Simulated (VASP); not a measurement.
# Ti2W3 (I4/mmm) in VASP: single point with PBE

Aim: the single point of Ti2W3 with PBE.

Everything below comes from runs of VASP 6.6.1. Logs are shortened: lines on timing, memory, paths and dates and some standing lists are left out, and cuts for length are marked.

## Step 1: The cell of the first run

Symmetry: I4/mmm, No. 139, tetragonal system. Conventional cell: a = 3.183 Å, b = 3.183 Å, c = 16.129 Å, α = 90.00°, β = 90.00°, γ = 90.00°. Ti (site symmetry 4mm) has 6 W at 2.72 to 3.35 Å and 8 Ti at 2.89 to 3.18 Å within 3.6 Å. W (site symmetry 4/mmm) has 12 W at 2.76 to 3.18 Å and 2 Ti at 3.13 Å within 3.6 Å. Within 3.6 Å of W (site symmetry 4mm) lie 5 Ti at 2.72 to 3.35 Å and 9 W at 2.76 to 3.18 Å.

## Step 2: Single point, PBE, collinear spin

INCAR

```
ALGO     = Fast           # electronic algorithm
EDIFF    = 1E-6           # SCF threshold, eV
ENCUT    = 520            # plane-wave cutoff, eV
GGA      = PE             # functional
ISIF     = 2              # what is computed and relaxed
ISMEAR   = 0              # smearing method
ISPIN    = 2              # spin polarisation
LASPH    = T              # aspherical terms in the spheres
LCHARG   = F              # write CHGCAR
LMAXMIX  = 4              # l up to which the mixer works
LORBIT   = 11             # projections on sites
LREAL    = F              # projectors in reciprocal space
LWAVE    = F              # write WAVECAR
MAGMOM   = 1 1 0 0 0      # initial moments
NBANDS   = 45             # bands
NELM     = 150            # most SCF steps
PREC     = Accurate       # precision mode
SIGMA    = 0.1            # smearing width, eV
```

KPOINTS

```
k-points
0
Gamma
  8 8 8
```

POSCAR

```
Ti2W3
1.0
   -1.5915607000      1.5915607000      8.0644984000
    1.5915607000     -1.5915607000      8.0644984000
    1.5915607000      1.5915607000     -8.0644984000
Ti W
2 3
Direct
    0.1938000000      0.1938000000      0.0000000000
    0.8062000000      0.8062000000      0.0000000000
    0.0000000000      0.0000000000      0.0000000000
    0.5986310000      0.5986310000      0.0000000000
    0.4013690000      0.4013690000      0.0000000000
```

Potentials or basis: VASP PAW PBE potentials, release 64 (Ti_sv, W_sv).

Command:

```
$ cat potpaw_PBE.64/Ti_sv/POTCAR potpaw_PBE.64/W_sv/POTCAR > POTCAR
$ mpirun -np 1 vasp_std > vasp.out
```

OUTCAR:

```text
EDIFF = 1E-6
   ENCUT = 520
   GGA = PE
   ISIF = 2
   ISMEAR = 0
   ISPIN = 2
   LASPH = T
   LORBIT = 11
   LREAL = F
   NELM = 150
   PREC = Accurate

 ion  position               nearest neighbor table
   1  0.194  0.194  0.000-   4 2.72   4 2.72   4 2.72   4 2.72   2 2.89   2 2.89   2 2.89   2 2.89
                             3 3.13
   2  0.806  0.806  0.000-   5 2.72   5 2.72   5 2.72   5 2.72   1 2.89   1 2.89   1 2.89   1 2.89
                             3 3.13
   3  0.000  0.000  0.000-   5 2.76   4 2.76   4 2.76   4 2.76   4 2.76   5 2.76   5 2.76   5 2.76
                             1 3.13   2 3.13
   4  0.599  0.599  0.000-   1 2.72   1 2.72   1 2.72   1 2.72   3 2.76   3 2.76   3 2.76   3 2.76
                             5 3.18
   5  0.401  0.401  0.000-   2 2.72   2 2.72   2 2.72   2 2.72   3 2.76   3 2.76   3 2.76   3 2.76
                             4 3.18

  LATTYP: Found a body centered tetragonal cell.
 ALAT       =     3.1831214000
 C/A-ratio  =     5.0670379081

  Lattice vectors:

 A1 = (  -1.5915607000,   1.5915607000,   8.0644984000)
 A2 = (   1.5915607000,  -1.5915607000,   8.0644984000)
 A3 = (   1.5915607000,   1.5915607000,  -8.0644984000)

Analysis of symmetry for initial positions (statically):
=====================================================================
 Subroutine PRICEL returns:
 Original cell was already a primitive cell.

 Routine SETGRP: Setting up the symmetry group for a
 body centered tetragonal supercell.

 Subroutine GETGRP returns: Found 16 space group operations
 (whereof 16 operations were pure point group operations)
 out of a pool of 16 trial point group operations.

The static configuration has the point symmetry D_4h.

Analysis of symmetry for dynamics (positions and initial velocities):
=====================================================================
 Subroutine PRICEL returns:
 Original cell was already a primitive cell.

 Routine SETGRP: Setting up the symmetry group for a
 body centered tetragonal supercell.

 Subroutine GETGRP returns: Found 16 space group operations
 (whereof 16 operations were pure point group operations)
 out of a pool of 16 trial point group operations.

The dynamic configuration has the point symmetry D_4h.

Analysis of structural, dynamic, and magnetic symmetry:
=====================================================================
 Subroutine PRICEL returns:
 Original cell was already a primitive cell.

 Routine SETGRP: Setting up the symmetry group for a
[... 143 lines left out ...]
 spin polarized calculation
 RMM-DIIS sequential band-by-band and
 Gauss-broadening in eV      SIGMA  =   0.10
  energy-cutoff  :      520.00
  volume of cell :       81.71
 maximum number of plane-waves:      2226
 NGX is ok and might be reduce to    64
   NGX = 31   NGY = 31   NGZ = 31

 number of electron      66.0000000 magnetization       0.0036587

 Free energy of the ion-electron system (eV)
  ---------------------------------------------------
  ext. energy  EPLUGINS =         0.00000000
  ---------------------------------------------------
  free energy    TOTEN  =       -54.52794875 eV

  energy without entropy =      -54.49725003  energy(sigma->0) =      -54.51259939

 E-fermi :   9.6956     XC(G=0): -12.7906

 val. band max:        9.6946753845   @ k =   0.5000   0.2500   0.0000
 cond. band min:       9.6966890278   @ k =   0.5000   0.2500   0.0000
 fundamental gap:      0.0020136433
 Fermi energy:         9.6956237602

 spin component 1

 k-point     1 :       0.0000    0.0000    0.0000
  band No.  band energies     occupation
      1     -63.9228      1.00000
      2     -63.6896      1.00000
      3     -63.6674      1.00000
      4     -46.6346      1.00000
      5     -46.5483      1.00000
      6     -28.3158      1.00000
[... 1141 lines left out ...]
     44      13.4973      0.00000
     45      13.5101      0.00000

 [... further k-points ...]

 spin component 2

 k-point     1 :       0.0000    0.0000    0.0000
  band No.  band energies     occupation
      1     -63.9228      1.00000
      2     -63.6897      1.00000
      3     -63.6676      1.00000
      4     -46.6333      1.00000
      5     -46.5470      1.00000
      6     -28.3158      1.00000
[... 1141 lines left out ...]
     44      13.4979      0.00000
     45      13.5099      0.00000

 [... further k-points ...]

------------------------ aborting loop because EDIFF is reached ----------------------------------------

  FORCE on cell =-STRESS in cart. coord.  units (eV):
  Direction    XX          YY          ZZ          XY          YZ          ZX
  --------------------------------------------------------------------------------------
  -------------------------------------------------------------------------------------
  Total        0.0601399      0.0601399      0.2185331      0.0000000      0.0000000      0.0000000
  in kB        1.1792048      1.1792048      4.2849330      0.0000000      0.0000000      0.0000000
  external PRESSURE =       2.2144475 kB  Pullay stress =       0.0000000 kB

 VOLUME and BASIS-vectors are now :
 -----------------------------------------------------------------------------
  energy-cutoff  :      520.00
  volume of cell :       81.71
      direct lattice vectors                 reciprocal lattice vectors
    -1.591560700  1.591560700  8.064498400     0.000000000  0.314157041  0.062000136
     1.591560700 -1.591560700  8.064498400     0.314157041  0.000000000  0.062000136
     1.591560700  1.591560700 -8.064498400     0.314157041  0.314157041  0.000000000

 POSITION                                       TOTAL-FORCE (eV/Angst)
 -----------------------------------------------------------------------------------
      0.00000      0.00000      3.12580         0.000000      0.000000      0.055392
      0.00000      0.00000     13.00320         0.000000      0.000000     -0.055392
      0.00000      0.00000      0.00000        -0.000000     -0.000000     -0.000000
      0.00000      0.00000      9.65532        -0.000000     -0.000000      0.048530
      0.00000      0.00000      6.47368        -0.000000     -0.000000     -0.048530
 -----------------------------------------------------------------------------------
    total drift:                                0.000000      0.000000      0.000000

  FREE ENERGIE OF THE ION-ELECTRON SYSTEM (eV)
  ---------------------------------------------------
  free  energy   TOTEN  =       -54.5279487495 eV

  energy  without entropy=      -54.4972500277  energy(sigma->0) =      -54.51259939

 total charge

# of ion       s       p       d       tot
------------------------------------------
    1        2.241   6.159   1.922  10.322
    2        2.241   6.159   1.922  10.322
    3        2.400   6.310   3.356  12.066
    4        2.411   6.274   3.376  12.061
    5        2.411   6.274   3.376  12.061
--------------------------------------------------
tot         11.703  31.178  13.951  56.832

 magnetization (x)

# of ion       s       p       d       tot
------------------------------------------
    1        0.000   0.000   0.001   0.001
    2        0.000   0.000   0.001   0.001
    3        0.000   0.000   0.000   0.000
    4       -0.000   0.000  -0.000  -0.000
    5       -0.000   0.000  -0.000  -0.000
--------------------------------------------------
tot          0.000   0.000   0.002   0.002
```

OSZICAR:

```text
N       E                     dE             d eps       ncg     rms          rms(c)
DAV:   1     0.886880783838E+03    0.88688E+03   -0.34321E+04 10628   0.179E+03
DAV:   2     0.228220170662E+02   -0.86406E+03   -0.83561E+03 10671   0.569E+02
DAV:   3    -0.519024102968E+02   -0.74724E+02   -0.70314E+02 15243   0.153E+02
[... 26 lines left out ...]
RMM:  30    -0.545279432217E+02   -0.27072E-05   -0.31172E-05 13560   0.207E-02    0.447E-03
RMM:  31    -0.545279448427E+02   -0.16209E-05   -0.20090E-05 13357   0.190E-02    0.391E-03
RMM:  32    -0.545279463194E+02   -0.14767E-05   -0.19031E-05 12618   0.176E-02    0.368E-03
RMM:  33    -0.545279472149E+02   -0.89551E-06   -0.12775E-05 11708   0.163E-02    0.439E-03
RMM:  34    -0.545279481403E+02   -0.92535E-06   -0.12518E-05 12074   0.156E-02    0.378E-03
RMM:  35    -0.545279487495E+02   -0.60922E-06   -0.93401E-06 11905   0.147E-02
   1 F= -.54527949E+02 E0= -.54512599E+02  d E =-.306987E-01  mag=     0.0031
```

stdout:

```text
POSCAR found type information on POSCAR TiW
 POSCAR found :  2 types and       5 ions
 scaLAPACK will be used
 LDA part: xc-table for (Slater+PW92), standard interpolation
 POSCAR, INCAR and KPOINTS ok, starting setup
 FFT: planning ... GRIDC
 FFT: planning ... GRID_SOFT
 FFT: planning ... GRID
 WAVECAR not read
 entering main loop
WARNING in EDDRMM: call to ZHEGV failed, returncode =   6  3     25
WARNING in EDDRMM: call to ZHEGV failed, returncode =   8  4     10
WARNING in EDDRMM: call to ZHEGV failed, returncode =   6  3     41
WARNING in EDDRMM: call to ZHEGV failed, returncode =   8  4     25
WARNING in EDDRMM: call to ZHEGV failed, returncode =   8  4     44
WARNING in EDDRMM: call to ZHEGV failed, returncode =   6  3     41
WARNING in EDDRMM: call to ZHEGV failed, returncode =   8  4     41
WARNING in EDDRMM: call to ZHEGV failed, returncode =   6  3     13
WARNING in EDDRMM: call to ZHEGV failed, returncode =   8  4     15
WARNING in EDDRMM: call to ZHEGV failed, returncode =   6  3     32
WARNING in EDDRMM: call to ZHEGV failed, returncode =   8  4     20
WARNING in EDDRMM: call to ZHEGV failed, returncode =   6  3     24
WARNING in EDDRMM: call to ZHEGV failed, returncode =   8  4     40
WARNING in EDDRMM: call to ZHEGV failed, returncode =   6  3     20
WARNING in EDDRMM: call to ZHEGV failed, returncode =   8  4     18
WARNING in EDDRMM: call to ZHEGV failed, returncode =   8  4     41
WARNING in EDDRMM: call to ZHEGV failed, returncode =   8  4     43
WARNING in EDDRMM: call to ZHEGV failed, returncode =   6  3     40
WARNING in EDDRMM: call to ZHEGV failed, returncode =   8  4     44
```

It took 81 min on 1 thread of Intel Xeon Platinum 8488C (Sapphire Rapids), shared host; peak memory 0.94 GiB.

What came out:

```
Free energy                                           : -54.5279 eV
Pressure                                              : 0.2 GPa
Largest force                                         : 0.055 eV/Å
Band gap on the k mesh                                : zero (filled and empty bands overlap)
Net moment                                            : 0.00 μB per cell
Valence electrons inside the program's atomic spheres : Ti 10.32; W 12.07, 12.06 (each value once)
```

Forces in eV/Å, atoms in the order of the input:
```
Ti   0.000  0.000  0.055
Ti   0.000  0.000 -0.055
W    0.000  0.000  0.000
W    0.000  0.000  0.049
W    0.000  0.000 -0.049
```

Levels at points of the mesh, in eV from the Fermi level:
Spin up:
```
           k point  band 30  band 31  band 32  band 33  band 34  band 35  band 36  band 37
(0.00, 0.00, 0.00)    -0.30    -0.17     0.16     0.16     0.35     0.92     0.92     1.31
(0.50, 0.00, 0.00)    -0.73    -0.45    -0.13     0.01     0.76     0.98     1.15     1.36
(0.50, 0.50, 0.00)    -0.92    -0.81    -0.55     0.33     0.46     1.36     2.84     3.00
(0.50, 0.50, 0.50)    -0.53    -0.10     0.23     0.23     0.95     1.46     1.46     1.55
```
Spin down:
| k point | band 30 | band 31 | band 32 | band 33 | band 34 | band 35 | band 36 | band 37 |
| --- | --- | --- | --- | --- | --- | --- | --- | --- |
| (0.00, 0.00, 0.00) | -0.30 | -0.17 | 0.16 | 0.16 | 0.35 | 0.92 | 0.92 | 1.31 |
| (0.50, 0.00, 0.00) | -0.73 | -0.45 | -0.12 | 0.01 | 0.76 | 0.98 | 1.15 | 1.36 |
| (0.50, 0.50, 0.00) | -0.92 | -0.81 | -0.55 | 0.33 | 0.46 | 1.36 | 2.84 | 3.00 |
| (0.50, 0.50, 0.50) | -0.53 | -0.10 | 0.23 | 0.23 | 0.95 | 1.46 | 1.46 | 1.55 |

Caveat: spin-orbit coupling is left out, which moves the levels of the heavy elements.
